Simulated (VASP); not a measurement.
C:

```
CELL_PARAMETERS angstrom
0.00000 1.74696 1.74696
1.74696 0.00000 1.74696
1.74696 1.74696 0.00000
ATOMIC_POSITIONS crystal
C 0.75000 0.75000 0.75000
C 0.50000 0.50000 0.50000
```

Program: VASP 6.6.1. Alike in all runs: task single point; potentials or basis VASP PAW PBE potentials, release 64 (C); no spin polarisation; cell as given.

**Question.** Order these runs on this cell by their band gap on the k mesh, lowest first.
A. level b88 exchange, pbe correlation; k mesh 13 × 13 × 13; cutoff (eV) 600; smearing fermi-dirac 0.05 eV
B. level revpbe exchange, lda correlation; k mesh 13 × 13 × 13; cutoff (eV) 600; smearing gaussian 0.1 eV
C. level BHLYP; k mesh 7 × 7 × 7; cutoff (eV) 520; smearing fermi-dirac 0.05 eV; grid for exact exchange (PRECFOCK) Normal; share of exact exchange 0.5
D. level PBE-based screened hybrid with 25 % exact exchange; k mesh 7 × 7 × 7; cutoff (eV) 520; smearing fermi-dirac 0.05 eV; grid for exact exchange (PRECFOCK) Normal; share of exact exchange 0.25; screening parameter 0.3 1/Å

**Answer.** A (4.29 eV), B (4.74 eV), D (5.32 eV), C (8.77 eV).

Caveats: some runs use coarse meshes; an odd mesh through Γ misses points on the zone boundary, where band edges can lie.
